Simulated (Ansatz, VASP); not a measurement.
In2O3: VASP beside Ansatz

The input INCAR:

```
SYSTEM = In2O3
PREC     = Accurate       ! precision mode
ENCUT    = 520            ! plane-wave cutoff, eV
EDIFF    = 1E-6           ! SCF threshold, eV
ISMEAR   = 0              ! smearing method
SIGMA    = 0.01           ! smearing width, eV
LREAL    = .FALSE.        ! projectors in reciprocal space
LASPH    = .TRUE.         ! aspherical terms in the spheres
NELM     = 60             ! most SCF steps
ALGO     = Normal         ! electronic algorithm
ISIF     = 2              ! what is computed and relaxed
LWAVE    = .FALSE.        ! write WAVECAR
LCHARG   = .TRUE.         ! write CHGCAR
GGA      = CA             ! functional
LELF     = .TRUE.         ! ELF
LVHAR    = .TRUE.       
NBANDS   = 30             ! bands
```

KPOINTS

```
Automatic mesh
0
G
  12 12 4
  0 0 0
```

POSCAR

```
In2O3
1.0
    3.4198147543      0.0000000000      0.0000000000
   -1.7099073772      2.9616464535      0.0000000000
    0.0000000000      0.0000000000      6.0963728731
In O
2 3
Direct
    0.3333333333      0.6666666667      0.2370774608
    0.6666666667      0.3333333333      0.7629225392
    0.0000000000      0.0000000000      0.0000000000
    0.3333333333      0.6666666667      0.6542361063
    0.6666666667      0.3333333333      0.3457638937
```

Input for Ansatz:

```yaml
crystal:
  lattice:
    - [3.4198147543, 0.0, 0.0]
    - [-1.7099073772, 2.9616464535, 0.0]
    - [0.0, 0.0, 6.0963728731]
  atoms:
    - { symbol: In, position: [0.3333333333, 0.6666666667, 0.2370774608] }
    - { symbol: In, position: [0.6666666667, 0.3333333333, 0.7629225392] }
    - { symbol: O, position: [0.0, 0.0, 0.0] }
    - { symbol: O, position: [0.3333333333, 0.6666666667, 0.6542361063] }
    - { symbol: O, position: [0.6666666667, 0.3333333333, 0.3457638937] }
kpoints:
  mp_grid: { grid: [12, 12, 4] }
  band_path:
    path:
      - [0.0, 0.0, 0.0]
      - [0.5, 0.0, 0.0]
      - [0.3333333333, 0.3333333333, 0.0]
      - [0.0, 0.0, 0.5]
      - [0.5, 0.0, 0.5]
      - [0.3333333333, 0.3333333333, 0.5]
      - [0.0, 0.244792, -0.208333]
    npoints: 1
hamiltonian:
  xc: lda
scf:
  occupations: { method: fixed }
  n_extra_bands: 5
output:
  forces: true
  stress: true
  eigenvalues: true
  write_density: true
  write_potential: true
  elf: true
  volumetric_format: npy
```

Alike in both runs: task single point; functional LDA; k mesh 12 × 12 × 4; no spin polarisation.

|  | VASP | Ansatz |
| --- | --- | --- |
| version | VASP 6.6.1 | Ansatz 0.2.0 |
| potentials or method | VASP PAW LDA potentials, release 64 (In_d, O) | plane waves, PAW |
| plane-wave cutoff (eV) | 520 | 420 |
| occupations | gaussian, width 0.01 eV | fixed |
| valence electrons in the cell | 44 | 44 |

```csv
,VASP,Ansatz,Ansatz less VASP
gap on the k mesh at the Fermi level (eV),0.69,0.68,-0.007
pressure (GPa),-4.6,-5.2,-0.67
"traceless stress, the component that is largest in VASP (GPa)",0.19,0.54,+0.344
rms of the force components (eV/Å),0.003,0.009,+0.0056
```

LDA's correlation is that of Perdew and Zunger in VASP and of Perdew and Wang (1992) in Ansatz. Atom by atom the forces differ by 0.006 eV/Å (rms over components).
